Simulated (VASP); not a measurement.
# Sn (P6/mmm) in VASP: notebook

Sn is run at these levels: PBEsol; tasks: relaxation of cell and atoms, single point.

All numbers are computed with VASP 6.6.1; they aren't measurements. Logs are shortened: lines on timing, memory, paths and dates and some standing lists are left out, and cuts for length are marked.

## 1. The cell of the first run

Symmetry: P6/mmm, No. 191, hexagonal system. The conventional cell has a = 2.964 Å, b = 2.964 Å, c = 2.787 Å, α = 90.00°, β = 90.00°, γ = 120.00°. Sn (site symmetry 6/mmm) has 8 Sn at 2.79 to 2.96 Å within 3.7 Å.

## 2. Relaxation of cell and atoms, PBEsol, target pressure 23 GPa, at which the enthalpy is minimised

INCAR reads:

```
SYSTEM = Sn
  ALGO = Normal
  EDIFF = 1E-6
  EDIFFG = -0.005
  ENCUT = 600
  GGA = PS
  IBRION = 2
  ISIF = 3
  ISMEAR = -1
  LASPH = .True.
  LCHARG = .False.
  LREAL = .False.
  LWAVE = .False.
  NELM = 60
  NSW = 60
  PREC = Accurate
  PSTRESS = 230.0
  SIGMA = 0.05
```

KPOINTS reads:

```
k-points
0
Gamma
  14 14 13
  0 0 0
```

POSCAR reads:

```
Sn
1.0
    2.9643626183      0.0000000000      0.0000000000
   -1.4821813091      2.5672133334      0.0000000000
    0.0000000000      0.0000000000      2.7865008612
Sn
1
Direct
    0.0000000000      0.0000000000      0.0000000000
```

Potentials or basis: VASP PAW PBE potentials, release 64 (Sn_d).

Launch:

```
$ cat potpaw_PBE.64/Sn_d/POTCAR > POTCAR
$ mpirun -np 1 vasp_std > vasp.out
```

OUTCAR:

```text
SYSTEM = Sn
   EDIFF = 1E-6
   EDIFFG = -0.005
   ENCUT = 600
   GGA = PS
   IBRION = 2
   ISIF = 3
   ISMEAR = -1
   LASPH = .True.
   LREAL = .False.
   NELM = 60
   NSW = 60
   PREC = Accurate
   PSTRESS = 230.0

 ion  position               nearest neighbor table
   1  0.000  0.000  0.000-

  LATTYP: Found a hexagonal cell.
 ALAT       =     2.9643626183
 C/A-ratio  =     0.9400000000

  Lattice vectors:

 A1 = (   2.9643626183,   0.0000000000,   0.0000000000)
 A2 = (  -1.4821813091,   2.5672133334,   0.0000000000)
 A3 = (   0.0000000000,   0.0000000000,   2.7865008612)

Analysis of symmetry for initial positions (statically):
=====================================================================
 Subroutine PRICEL returns:
 Original cell was already a primitive cell.

 Routine SETGRP: Setting up the symmetry group for a
 hexagonal supercell.

 Subroutine GETGRP returns: Found 24 space group operations
 (whereof 24 operations were pure point group operations)
 out of a pool of 24 trial point group operations.

The static configuration has the point symmetry D_6h.

Analysis of symmetry for dynamics (positions and initial velocities):
=====================================================================
 Subroutine PRICEL returns:
 Original cell was already a primitive cell.

 Routine SETGRP: Setting up the symmetry group for a
 hexagonal supercell.

 Subroutine GETGRP returns: Found 24 space group operations
 (whereof 24 operations were pure point group operations)
 out of a pool of 24 trial point group operations.

The dynamic configuration has the point symmetry D_6h.

 Subroutine INISYM returns: Found 24 space group operations
 (whereof 24 operations are pure point group operations),
 and found     1 'primitive' translations

----------------------------------------------------------------------------------------

                                     Primitive cell

  volume of cell :      21.2057

  direct lattice vectors                    reciprocal lattice vectors
     2.964362618  0.000000000  0.000000000     0.337340646  0.194763713  0.000000000
    -1.482181309  2.567213333  0.000000000     0.000000000  0.389527425  0.000000000
     0.000000000  0.000000000  2.786500861     0.000000000  0.000000000  0.358873027

  length of vectors
     2.964362618  2.964362618  2.786500861     0.389527425  0.389527425  0.358873027

  position of ions in fractional coordinates (direct lattice)
     0.000000000  0.000000000  0.000000000

  ion indices of the primitive-cell ions
   primitive index   ion index
                 1           1

----------------------------------------------------------------------------------------

 KPOINTS: k-points

Automatic generation of k-mesh.
 Grid dimensions read from file:
 generate k-points for:   14   14   13

 Generating k-lattice:

  Cartesian coordinates                     Fractional coordinates (reciprocal lattice)
     0.024095760  0.013911694  0.000000000     0.071428571  0.000000000  0.000000000
     0.000000000  0.027823388  0.000000000     0.000000000  0.071428571  0.000000000
     0.000000000  0.000000000  0.027605617     0.000000000  0.000000000  0.076923077

  Length of vectors
     0.027823388  0.027823388  0.027605617

  Shift w.r.t. Gamma in fractional coordinates (k-lattice)
     0.000000000  0.000000000  0.000000000

 Subroutine IBZKPT returns following result:
 ===========================================

 Found    168 irreducible k-points:

 Following reciprocal coordinates:
            Coordinates               Weight
  0.000000  0.000000  0.000000      1.000000
  0.071429  0.000000  0.000000      6.000000
  0.142857  0.000000  0.000000      6.000000
  0.214286  0.000000  0.000000      6.000000
  0.285714  0.000000  0.000000      6.000000
  0.357143  0.000000  0.000000      6.000000
[... 16 lines left out ...]
  0.285714  0.285714  0.000000      6.000000
  0.357143  0.285714  0.000000      6.000000
 [... further k-points ...]
   k-points           NKPTS =    168   k-points in BZ     NKDIM =    168   number of bands    NBANDS=     11
   number of dos      NEDOS =    301   number of ions     NIONS =      1
   total plane-waves  NPLWV =  13824
   dimension x,y,z NGX =    24 NGY =   24 NGZ =   24
   dimension x,y,z NGXF=    48 NGYF=   48 NGZF=   48
   ions per type =               1
   NGX,Y,Z   is equivalent  to a cutoff of  13.46, 13.46, 14.32 a.u.
   NGXF,Y,Z  is equivalent  to a cutoff of  26.92, 26.92, 28.64 a.u.
 SYSTEM =  Sn
   PREC   = accura    normal or accurate (medium, high low for compatibility)
   ISTART =      0    job   : 0-new  1-cont  2-samecut
   ICHARG =      2    charge: 1-file 2-atom 10-const
   ISPIN  =      1    spin polarized calculation?
   LNONCOLLINEAR =      F non collinear calculations
   LSORBIT =      F    spin-orbit coupling
   LASPH  =      T    aspherical Exc in radial PAW
   ENCUT  =  600.0 eV  44.10 Ry    6.64 a.u.   5.92  5.92  5.57*2*pi/ulx,y,z
   NELM   =     60;   NELMIN=  2; NELMDL= -5     # of ELM steps
   EDIFF  = 0.1E-05   stopping-criterion for ELM
   LREAL  =      F    real-space projection
   EDIFFG = -.5E-02   stopping-criterion for IOM
   NSW    =     60    number of steps for IOM
   IBRION =      2    ionic relax: 0-MD 1-quasi-New 2-CG
   NFREE  =      1    steps in history (QN), initial steepest desc. (CG)
   ISIF   =      3    stress and relaxation
   ISYM   =      2    0-nonsym 1-usesym 2-fastsym
   POTIM  = 0.5000    time-step for ionic-motion
   TEBEG  =    0.0;   TEEND  =   0.0 temperature during run
   PSTRESS=  230.0 pullay stress
   NELECT =      14.0000    total number of electrons
   NUPDOWN=      -1.0000    fix difference up-down
   EMIN   =  10.00;   EMAX   =-10.00  energy-range for DOS
   EFERMI =   0.00;   METHOD = LEGACY
   ISMEAR =    -1;   SIGMA  =   0.05  broadening in eV -4-tet -1-fermi 0-gaus
   EFERMI_NEDOS =   21; number of points for ismear=-14 and -15
   IALGO  =     38    algorithm
   IMIX   =      4    mixing-type and parameters
     AMIX     =   0.40;   BMIX     =  1.00
     AMIX_MAG =   1.60;   BMIX_MAG =  1.00
  volume/ion in A,a.u.               =      21.21       143.10
  Fermi-wavevector in a.u.,A,eV,Ry     =   1.425498  2.693801 27.647654  2.032045
  Thomas-Fermi vector in A             =   2.545876
   LORBIT       =      0    0 simple, 1 ext, 2 COOP (PROOUT), +10 PAW based schemes
   GGA     = PS    functional components
   LHFCALC =     F    Hartree Fock is set to
   AEXX    =    0.0000 exact exchange contribution
   IVDW    =     0    specifies the selected vdW correction
   LEPSILON=     F    determine dielectric tensor
   LRPA    =     F    only Hartree local field effects (RPA)
 conjugate gradient relaxation of ions
 non-spin polarized calculation
  energy-cutoff  :      600.00
  volume of cell :       21.21
 maximum number of plane-waves:       726
 NGX is ok and might be reduce to    24
   NGX = 11   NGY = 11   NGZ = 11

--------------------------------------- Ionic step        1  -------------------------------------------

 number of electron      13.9999999 magnetization

 Free energy of the ion-electron system (eV)
  ---------------------------------------------------
  ext. energy  EPLUGINS =         0.00000000
  ---------------------------------------------------
  free energy    TOTEN  =        -3.93449450 eV

  energy without entropy =       -3.93088843  energy(sigma->0) =       -3.93269147

------------------------ aborting loop because EDIFF is reached ----------------------------------------

  FORCE on cell =-STRESS in cart. coord.  units (eV):
  Direction    XX          YY          ZZ          XY          YZ          ZX
  --------------------------------------------------------------------------------------
  -------------------------------------------------------------------------------------
  Total        3.1770003      3.1770003      2.8116601      0.0000000     -0.0000000     -0.0000000
  in kB      240.0354407    240.0354407    212.4324852      0.0000000     -0.0000000     -0.0000000
  external PRESSURE =       0.8344555 kB  Pullay stress =     230.0000000 kB
[... 90 lines left out ...]
  FREE ENERGIE OF THE ION-ELECTRON SYSTEM (eV)
  ---------------------------------------------------
  free  energy   TOTEN  =        -3.9387063805 eV

  energy  without entropy=       -3.9350623183  energy(sigma->0) =       -3.93688435

  enthalpy is  TOTEN    =        -0.8916619132 eV   P V=        3.0470444674

[... ionic steps 4 to 7 ...]

--------------------------------------- Ionic step        8  -------------------------------------------

 number of electron      14.0000001 magnetization

------------------------ aborting loop because EDIFF is reached ----------------------------------------

  FORCE on cell =-STRESS in cart. coord.  units (eV):
  Direction    XX          YY          ZZ          XY          YZ          ZX
  --------------------------------------------------------------------------------------
  -------------------------------------------------------------------------------------
  Total        3.0423135      3.0423135      3.0381868      0.0000000     -0.0000000      0.0000000
  in kB      229.7710621    229.7710621    229.4593948      0.0000000     -0.0000000      0.0000000
  external PRESSURE =      -0.3328270 kB  Pullay stress =     230.0000000 kB
[... 59 lines left out ...]
  enthalpy is  TOTEN    =        -0.8916652383 eV   P V=        3.0451938876

--------------------------------------- Ionic step       10  -------------------------------------------

 number of electron      14.0000001 magnetization

 Free energy of the ion-electron system (eV)
  ---------------------------------------------------
  ext. energy  EPLUGINS =         0.00000000
  ---------------------------------------------------
  free energy    TOTEN  =        -3.93678362 eV

  energy without entropy =       -3.93313886  energy(sigma->0) =       -3.93496124

 E-fermi :  11.4482     XC(G=0): -11.6715

 val. band max:       11.4314133949   @ k =   0.2143   0.2143   0.0000
 cond. band min:      11.4675256881   @ k =   0.2143   0.1429   0.1538
 fundamental gap:      0.0361122932
 Fermi energy:        11.4482462421

 k-point     1 :       0.0000    0.0000    0.0000
  band No.  band energies     occupation
      1     -10.9045      2.00000
      2     -10.4832      2.00000
      3     -10.4832      2.00000
      4     -10.0591      2.00000
      5     -10.0591      2.00000
      6      -1.9942      2.00000
      7      17.8192      0.00000
      8      19.9409      0.00000
      9      19.9409      0.00000
     10      21.6094      0.00000
     11      22.2759      0.00000
[... 309 lines left out ...]
 k-point    24 :       0.3571    0.2857    0.0000
  band No.  band energies     occupation
      1     -10.6768      2.00000
      2     -10.3673      2.00000
      3     -10.2619      2.00000
      4     -10.1981      2.00000
      5     -10.1705      2.00000
      6       4.7460      2.00000
      7       6.7765      2.00000
      8       8.2444      2.00000
      9      24.1593      0.00000
     10      25.5850      0.00000
     11      26.4227      0.00000

 [... further k-points ...]

------------------------ aborting loop because EDIFF is reached ----------------------------------------

  FORCE on cell =-STRESS in cart. coord.  units (eV):
  Direction    XX          YY          ZZ          XY          YZ          ZX
  --------------------------------------------------------------------------------------
  -------------------------------------------------------------------------------------
  Total        3.0463308      3.0463308      3.0425186      0.0000000      0.0000000      0.0000000
  in kB      230.0915720    230.0915719    229.8036288      0.0000000      0.0000000      0.0000000
  external PRESSURE =      -0.0044091 kB  Pullay stress =     230.0000000 kB
[... 16 lines left out ...]
  FREE ENERGIE OF THE ION-ELECTRON SYSTEM (eV)
  ---------------------------------------------------
  free  energy   TOTEN  =        -3.9367836203 eV

  energy  without entropy=       -3.9331388552  energy(sigma->0) =       -3.93496124

  enthalpy is  TOTEN    =        -0.8916651850 eV   P V=        3.0451184353

 reached required accuracy - stopping structural energy minimisation
```

Run time: 54 s. Hardware: 1 thread of Intel Xeon Platinum 8488C (Sapphire Rapids), shared host; peak memory 0.18 GiB.

What came out:

```yaml
Free_energy: -3.9368 eV
Relaxed_volume: 21.21 Å³/atom
Relaxed_cell: a = 2.975 Å, b = 2.975 Å, c = 2.767 Å, α = 90.00°, β = 90.00°, γ = 120.00°
Space_group_after_relaxing_to_0.05_Å: P6/mmm (No. 191)
Energy_change_on_relaxing_the_enthalpy_is_what_falls: -2.3 meV/atom
Ionic_steps: 10
Pressure_after_relaxing: 23.0 GPa
Band_gap_on_the_k_mesh: zero (band 7 reaches 17.97 eV, above the bottom of band 8 at 8.24 eV)
```

The path:
| step | energy change (eV) | largest force (eV/Å) | pressure (GPa) | volume (Å³) |
| --- | --- | --- | --- | --- |
| 1 | 0.0000 | 0.0000 | 23.08 | 21.21 |
| 2 | -0.0053 | 0.0000 | 22.87 | 21.24 |
| 3 | -0.0042 | 0.0000 | 22.90 | 21.23 |
| 4 | -0.0042 | 0.0000 | 22.92 | 21.23 |
| 5 | 0.0004 | 0.0000 | 23.18 | 21.19 |
| 6 | -0.0027 | 0.0000 | 22.97 | 21.21 |
| 7 | -0.0022 | 0.0000 | 23.06 | 21.21 |
| 8 | -0.0025 | 0.0000 | 22.97 | 21.21 |
| 9 | -0.0024 | 0.0000 | 22.97 | 21.21 |
| 10 | -0.0023 | 0.0000 | 23.00 | 21.21 |

Final structure:
```
Sn
1.0
     2.97524    0.00000    0.00000
    -1.48762    2.57663    0.00000
     0.00000    0.00000    2.76703
Sn
1
Direct
  0.00000 0.00000 0.00000
```

Levels at points of the mesh, in eV from the Fermi level:
```tsv
k point	band 5	band 6	band 7	band 8	band 9	band 10
(0.00, 0.00, 0.00)	-21.51	-13.44	6.37	8.49	8.49	10.16
(0.50, 0.00, 0.00)	-21.50	-7.77	-6.40	3.57	7.69	11.32
```

Caveat: the cell is relaxed towards a set pressure, so the enthalpy falls and the energy may rise; the PAW data sets were made with another functional, which shifts forces and pressure a little; spin-orbit coupling is left out, which moves the levels of the heavy elements.

(Continued in part 2 of 2.)
